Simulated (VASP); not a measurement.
# C (R-3m) in VASP: a series of runs

Runs on C. Level: LDA. Tasks: vibrations by perturbation theory.

Program: VASP 6.6.1. These are calculated values, not measurements. Logs are shortened: lines on timing, memory, paths and dates and some standing lists are left out, and cuts for length are marked.

### 1 The cell of the first run

The structure is trigonal, space group R-3m (No. 166). Conventional cell: a = 2.411 Å, b = 2.411 Å, c = 8.149 Å, α = 90.00°, β = 90.00°, γ = 120.00°. C (site symmetry 3m) has 3 C at 1.39 Å within 1.9 Å.

### 2 Vibrations by perturbation theory, LDA

INCAR

```
SYSTEM = C
ALGO = Normal ; EDIFF = 1E-8
ENCUT = 520 ; IBRION = 8
ISIF = 2 ; ISMEAR = 0
LASPH = .True. ; LCHARG = .False.
LEPSILON = .True. ; LREAL = .False.
LWAVE = .False. ; NBANDS = 11
NELM = 100 ; NSW = 1
PREC = Accurate ; SIGMA = 0.01
```

KPOINTS

```
k-points
0
Gamma
  12 12 12
  0 0 0
```

POSCAR

```
C
1.0
    1.2057263803      0.6961264503      2.7164693103
   -1.2057263803      0.6961264503      2.7164693103
    0.0000000000     -1.3922529005      2.7164693103
C
2
Direct
    0.1659936138      0.1659936138      0.1659936138
    0.8340063862      0.8340063862      0.8340063862
```

Potentials or basis: VASP PAW LDA potentials, release 64 (C).

Run with:

```console
cat potpaw_LDA.64/C/POTCAR > POTCAR
mpirun -np 1 vasp_std > vasp.out
```

OUTCAR:

```text
SYSTEM = C
   EDIFF = 1E-8
   ENCUT = 520
   IBRION = 8
   ISIF = 2
   ISMEAR = 0
   LASPH = .True.
   LEPSILON = .True.
   LREAL = .False.
   NELM = 100
   NSW = 1
   PREC = Accurate

 ion  position               nearest neighbor table
   1  0.166  0.166  0.166-   2 1.39   2 1.39   2 1.39
   2  0.834  0.834  0.834-   1 1.39   1 1.39   1 1.39

  LATTYP: Found a trigonal (rhomboedric) cell.
 ALAT       =     3.0524700904
 COS(alpha) =     0.6879496404

  Lattice vectors:

 A1 = (   1.2057263803,   0.6961264503,   2.7164693103)
 A2 = (  -1.2057263803,   0.6961264503,   2.7164693103)
 A3 = (   0.0000000000,  -1.3922529005,   2.7164693103)

Analysis of symmetry for initial positions (statically):
=====================================================================
 Subroutine PRICEL returns:
 Original cell was already a primitive cell.

 Routine SETGRP: Setting up the symmetry group for a
 trigonal (rhombohedral) supercell.

 Subroutine GETGRP returns: Found 12 space group operations
 (whereof 12 operations were pure point group operations)
 out of a pool of 12 trial point group operations.

The static configuration has the point symmetry D_3d.

Analysis of symmetry for dynamics (positions and initial velocities):
=====================================================================
 Subroutine PRICEL returns:
 Original cell was already a primitive cell.

 Routine SETGRP: Setting up the symmetry group for a
 trigonal (rhombohedral) supercell.

 Subroutine GETGRP returns: Found 12 space group operations
 (whereof 12 operations were pure point group operations)
 out of a pool of 12 trial point group operations.

The dynamic configuration has the point symmetry D_3d.

 Subroutine INISYM returns: Found 12 space group operations
 (whereof 12 operations are pure point group operations),
 and found     1 'primitive' translations

----------------------------------------------------------------------------------------

                                     Primitive cell

  volume of cell :      13.6802

  direct lattice vectors                    reciprocal lattice vectors
     1.205726380  0.696126450  2.716469310     0.414687783  0.239420103  0.122708301
    -1.205726380  0.696126450  2.716469310    -0.414687783  0.239420103  0.122708301
     0.000000000 -1.392252900  2.716469310     0.000000000 -0.478840207  0.122708301

  length of vectors
     3.052470090  3.052470090  3.052470090     0.494312928  0.494312928  0.494312928

  position of ions in fractional coordinates (direct lattice)
     0.165993614  0.165993614  0.165993614
     0.834006386  0.834006386  0.834006386

  ion indices of the primitive-cell ions
   primitive index   ion index
                 1           1
                 2           2

----------------------------------------------------------------------------------------

 KPOINTS: k-points

Automatic generation of k-mesh.
 Grid dimensions read from file:
 generate k-points for:   12   12   12

 Generating k-lattice:

  Cartesian coordinates                     Fractional coordinates (reciprocal lattice)
     0.034557315  0.019951675  0.010225692     0.083333333 -0.000000000  0.000000000
    -0.034557315  0.019951675  0.010225692    -0.000000000  0.083333333  0.000000000
     0.000000000 -0.039903351  0.010225692     0.000000000  0.000000000  0.083333333
[... 484 lines left out ...]
  free energy    TOTEN  =        -0.91109257 eV

  energy without entropy =       -0.91109257

------------------------ aborting loop because EDIFF is reached ----------------------------------------

--------------------------------------- Ionic step        2  -------------------------------------------

------------------------ aborting loop because EDIFF is reached ----------------------------------------

--------------------------------------- Ionic step        3  -------------------------------------------

------------------------ aborting loop because EDIFF is reached ----------------------------------------

 PIEZOELECTRIC TENSOR FIELD DIRECTION 3  (e Angst)
 -----------------------------------------------------------------------------
     0.00286  0.00000 -0.00000           ( -0.00000  0.00000  0.00000)
     0.00000  0.00286 -0.00000           (  0.00000 -0.00000 -0.00000)
    -0.00000 -0.00000 -0.00857           (  0.00000 -0.00000 -0.00001)

 PIEZOELECTRIC TENSOR FIELD DIRECTION 3  (C/m^2)
 -----------------------------------------------------------------------------
     0.00335  0.00000 -0.00000
     0.00000  0.00335 -0.00000
    -0.00000 -0.00000 -0.01004

--------------------------------------- Ionic step        4  -------------------------------------------

------------------------ aborting loop because EDIFF is reached ----------------------------------------

[... ionic steps 5 to 5 ...]

--------------------------------------- Ionic step        6  -------------------------------------------

 Free energy of the ion-electron system (eV)
  ---------------------------------------------------
  ---------------------------------------------------
  free energy    TOTEN  =        -0.11667626 eV

  energy without entropy =       -0.11667626

------------------------ aborting loop because EDIFF is reached ----------------------------------------

 INTERNAL STRAIN TENSOR  FOR ION    1  DIRECTION 3   (eV/Angst):
 -----------------------------------------------------------------------------
    -0.44416  0.00000 -0.00000
     0.00000 -0.44416  0.00000
     0.00000  0.00000  2.06256

 MACROSCOPIC STATIC DIELECTRIC TENSOR (including local field effects in DFT)
 ------------------------------------------------------
          24.953051     0.000000     0.000000
           0.000000    24.953051     0.000000
           0.000000     0.000000     9.502725
 ------------------------------------------------------

 PIEZOELECTRIC TENSOR (including local field effects)  for field in x, y, z        (e  Angst)
          XX          YY          ZZ          XY          YZ          ZX
  --------------------------------------------------------------------------------
  x     0.00000     0.00000     0.00000     0.00000     0.00000     0.00000
  y     0.00000     0.00000     0.00000     0.00000     0.00000     0.00000
  z     0.00000     0.00000     0.00000     0.00000     0.00000     0.00000

 PIEZOELECTRIC TENSOR (including local field effects)  for field in x, y, z        (C/m^2)
          XX          YY          ZZ          XY          YZ          ZX
  --------------------------------------------------------------------------------
  x     0.00000     0.00000     0.00000     0.00000     0.00000     0.00000
  y     0.00000     0.00000     0.00000     0.00000     0.00000     0.00000
  z     0.00000     0.00000     0.00000     0.00000     0.00000     0.00000

 BORN EFFECTIVE CHARGES (including local field effects) (in |e|, cummulative output)
 ---------------------------------------------------------------------------------
 ion    1
    1     0.00000     0.00000     0.00000
    2     0.00000     0.00000     0.00000
    3     0.00000     0.00000     0.00000
 ion    2
    1     0.00000     0.00000     0.00000
    2     0.00000     0.00000     0.00000
    3     0.00000     0.00000     0.00000

 INTERNAL STRAIN TENSOR FOR ION    2 for displacements in x,y,z  (eV/Angst):
          X           Y           Z          XY          YZ          ZX
  --------------------------------------------------------------------------------
  x     0.00000     0.00000    -0.00000   -17.10423    -0.00000    -0.57374
  y   -17.10423    17.10423    -0.00000     0.00000    -0.45058     0.00000
  z     0.44416     0.44416    -2.06256     0.00000    -0.00000    -0.00000

 SECOND DERIVATIVES (NOT SYMMETRIZED)
 ------------------------------------
               1X          1Y          1Z          2X          2Y          2Z
  1X   -62.400894    0.000000    0.000000   62.400894    0.000000    0.000000
  1Y    -0.000000  -62.400894   -0.000000    0.000000   62.400894    0.000000
  1Z     0.000000   -0.000000  -15.463651    0.000000    0.000000   15.463651
  2X    62.400894    0.000000    0.000000  -62.400894    0.000000    0.000000
  2Y     0.000000   62.400894    0.000000   -0.000000  -62.400894   -0.000000
  2Z     0.000000    0.000000   15.463651    0.000000   -0.000000  -15.463651

 Eigenvectors and eigenvalues of the dynamical matrix
 ----------------------------------------------------

   1 f  =   50.393155 THz   316.629529 2PiTHz 1680.934702 cm-1   208.409248 meV
             X         Y         Z           dx          dy          dz
      0.000000  0.000000  1.352750     0.000000    0.707107    0.000000
      0.000000  0.000000  6.796658    -0.000000   -0.707107   -0.000000
[... 21 lines left out ...]
   6 f  =    0.000000 THz     0.000003 2PiTHz    0.000014 cm-1     0.000002 meV
             X         Y         Z           dx          dy          dz
      0.000000  0.000000  1.352750     0.707107   -0.000000   -0.000000
      0.000000  0.000000  6.796658     0.707107   -0.000000   -0.000000

--------------------------------------------------------------------------------------------------------

 MACROSCOPIC STATIC DIELECTRIC TENSOR IONIC CONTRIBUTION
 ------------------------------------------------------
           0.000000     0.000000     0.000000
           0.000000     0.000000     0.000000
           0.000000     0.000000     0.000000
 ------------------------------------------------------

 ELASTIC MODULI CONTR FROM IONIC RELAXATION (kBar)
 Direction    XX          YY          ZZ          XY          YZ          ZX
 --------------------------------------------------------------------------------
 XX        -550.5719    547.5837      6.9382      0.0000    -14.4646      0.0000
 YY         547.5837   -550.5719      6.9382     -0.0000     14.4646     -0.0000
 ZZ           6.9382      6.9382    -32.2194     -0.0000     -0.0000     -0.0000
 XY           0.0000     -0.0000     -0.0000   -549.0778      0.0000    -18.4183
 YZ         -14.4646     14.4646     -0.0000      0.0000     -0.3810      0.0000
 ZX           0.0000     -0.0000     -0.0000    -18.4183      0.0000     -0.6178
 --------------------------------------------------------------------------------

 PIEZOELECTRIC TENSOR IONIC CONTR  for field in x, y, z        (C/m^2)
          XX          YY          ZZ          XY          YZ          ZX
  --------------------------------------------------------------------------------
  x     0.00000     0.00000     0.00000     0.00000     0.00000     0.00000
  y     0.00000     0.00000     0.00000     0.00000     0.00000     0.00000
  z     0.00000     0.00000     0.00000     0.00000     0.00000     0.00000
```

Run time: 2.6 min. Hardware: 1 thread of Intel Xeon 6975P-C (Granite Rapids), shared host; peak memory 0.37 GiB.

Results:

| Quantity | Value |
| --- | --- |
| Electronic dielectric tensor (diagonal) | 24.95, 24.95, 9.50 |
| Born charges (mean of the diagonal) | C +0.00 e |
| Highest phonon frequency at Γ | 1681 cm⁻¹ |

Phonon frequencies in cm⁻¹ (negative: imaginary):
| q point | frequencies |
| --- | --- |
| (0.000, 0.000, 0.000) | 0 0 0 837 1681 1681 |

Electronic dielectric tensor:
```
24.95  0.00  0.00
 0.00 24.95  0.00
 0.00  0.00  9.50
```

Born effective charge tensors (e):
atom 1, C
```
0.00 0.00 0.00
0.00 0.00 0.00
0.00 0.00 0.00
```
atom 2, C
```
0.00 0.00 0.00
0.00 0.00 0.00
0.00 0.00 0.00
```

Caveat: the cell wasn't relaxed at this level first, which shifts response properties.

### 3 Vibrations by perturbation theory, LDA

This run uses another cell than the first one, of 7.35 Å³/atom, 1.074 times its volume.

INCAR

```
ALGO = Normal ; EDIFF = 1E-8
ENCUT = 520 ; IBRION = 8
ISIF = 2 ; ISMEAR = 0
LASPH = True ; LCHARG = False
LEPSILON = True ; LREAL = False
LWAVE = False ; NBANDS = 11
NELM = 100 ; NSW = 1
PREC = Accurate ; SIGMA = 0.01
```

KPOINTS

```
k-points
0
Gamma
  12 12 12
```

POSCAR

```
C
1.0
    1.2132535622      0.7004722707      2.8825981466
   -1.2132535622      0.7004722707      2.8825981466
    0.0000000000     -1.4009445414      2.8825981466
C
2
Direct
    0.1663124582      0.1663124582      0.1663124582
    0.8336875418      0.8336875418      0.8336875418
```

Potentials or basis: VASP PAW LDA potentials, release 64 (C).

Run with:

```console
cat potpaw_LDA.64/C/POTCAR > POTCAR
mpirun -np 1 vasp_std > vasp.out
```

OUTCAR:

```text
EDIFF = 1E-8
   ENCUT = 520
   IBRION = 8
   ISIF = 2
   ISMEAR = 0
   LASPH = True
   LEPSILON = True
   LREAL = False
   NELM = 100
   NSW = 1
   PREC = Accurate

 ion  position               nearest neighbor table
   1  0.166  0.166  0.166-   2 1.40   2 1.40   2 1.40
   2  0.834  0.834  0.834-   1 1.40   1 1.40   1 1.40

  LATTYP: Found a trigonal (rhomboedric) cell.
 ALAT       =     3.2049988585
 COS(alpha) =     0.7133992071

  Lattice vectors:

 A1 = (   1.2132535622,   0.7004722707,   2.8825981466)
 A2 = (  -1.2132535622,   0.7004722707,   2.8825981466)
 A3 = (   0.0000000000,  -1.4009445414,   2.8825981466)

Analysis of symmetry for initial positions (statically):
=====================================================================
 Subroutine PRICEL returns:
 Original cell was already a primitive cell.

 Routine SETGRP: Setting up the symmetry group for a
 trigonal (rhombohedral) supercell.

[... 638 lines left out ...]
  1Z     0.000000    0.000000  -16.333509    0.000000    0.000000   16.333509
  2X    60.166717    0.000000    0.000000  -60.166717    0.000000    0.000000
  2Y    -0.000000   60.166717    0.000000    0.000000  -60.166717   -0.000000
  2Z     0.000000    0.000000   16.333509    0.000000    0.000000  -16.333509

 Eigenvectors and eigenvalues of the dynamical matrix
 ----------------------------------------------------

   1 f  =   49.482803 THz   310.909624 2PiTHz 1650.568656 cm-1   204.644339 meV
             X         Y         Z           dx          dy          dz
      0.000000  0.000000  1.438236    -0.707107    0.000000   -0.000000
      0.000000  0.000000  7.209558     0.707107    0.000000    0.000000
[... 16 lines left out ...]
   5 f  =    0.000000 THz     0.000000 2PiTHz    0.000000 cm-1     0.000000 meV
             X         Y         Z           dx          dy          dz
      0.000000  0.000000  1.438236     0.000000    0.000000    0.707107
      0.000000  0.000000  7.209558     0.000000    0.000000    0.707107

   6 f/i=    0.000000 THz     0.000001 2PiTHz    0.000007 cm-1     0.000001 meV
             X         Y         Z           dx          dy          dz
      0.000000  0.000000  1.438236    -0.653282   -0.270596    0.000000
      0.000000  0.000000  7.209558    -0.653282   -0.270596    0.000000

--------------------------------------------------------------------------------------------------------

 MACROSCOPIC STATIC DIELECTRIC TENSOR IONIC CONTRIBUTION
 ------------------------------------------------------
           0.000000     0.000000     0.000000
           0.000000     0.000000     0.000000
           0.000000     0.000000     0.000000
 ------------------------------------------------------

 ELASTIC MODULI CONTR FROM IONIC RELAXATION (kBar)
 Direction    XX          YY          ZZ          XY          YZ          ZX
 --------------------------------------------------------------------------------
 XX        -451.5225    450.7213      1.8003     -0.0000     -4.6492     -0.0000
 YY         450.7213   -451.5225      1.8003      0.0000      4.6492      0.0000
 ZZ           1.8003      1.8003     -8.0908      0.0000     -0.0000      0.0000
 XY          -0.0000      0.0000      0.0000   -451.1219     -0.0000     -7.3348
 YZ          -4.6492      4.6492     -0.0000     -0.0000     -0.0479     -0.0000
 ZX          -0.0000      0.0000      0.0000     -7.3348     -0.0000     -0.1193
 --------------------------------------------------------------------------------

 PIEZOELECTRIC TENSOR IONIC CONTR  for field in x, y, z        (C/m^2)
          XX          YY          ZZ          XY          YZ          ZX
  --------------------------------------------------------------------------------
  x     0.00000     0.00000     0.00000     0.00000     0.00000     0.00000
  y     0.00000     0.00000     0.00000     0.00000     0.00000     0.00000
  z     0.00000     0.00000     0.00000     0.00000     0.00000     0.00000
```

It took 2.7 min on 1 thread of Intel Xeon 6975P-C (Granite Rapids), shared host; peak memory 0.38 GiB.

Results:

| Item | Value |
| --- | --- |
| Electronic dielectric tensor (diagonal) | 19.32, 19.32, 6.15 |
| Born charges (mean of the diagonal) | C +0.00 e |
| Highest phonon frequency at Γ | 1651 cm⁻¹ |

Phonon frequencies in cm⁻¹ (negative: imaginary):
| q point | frequencies |
| --- | --- |
| (0.000, 0.000, 0.000) | 0 0 0 860 1651 1651 |

Electronic dielectric tensor:
```
19.32  0.00  0.00
 0.00 19.32  0.00
 0.00  0.00  6.15
```

Born effective charge tensors (e):
atom 1, C
```
0.00 0.00 0.00
0.00 0.00 0.00
0.00 0.00 0.00
```
atom 2, C
```
0.00 0.00 0.00
0.00 0.00 0.00
0.00 0.00 0.00
```

Caveat: the cell wasn't relaxed at this level first, which shifts response properties.

[end of part 1 of 2]
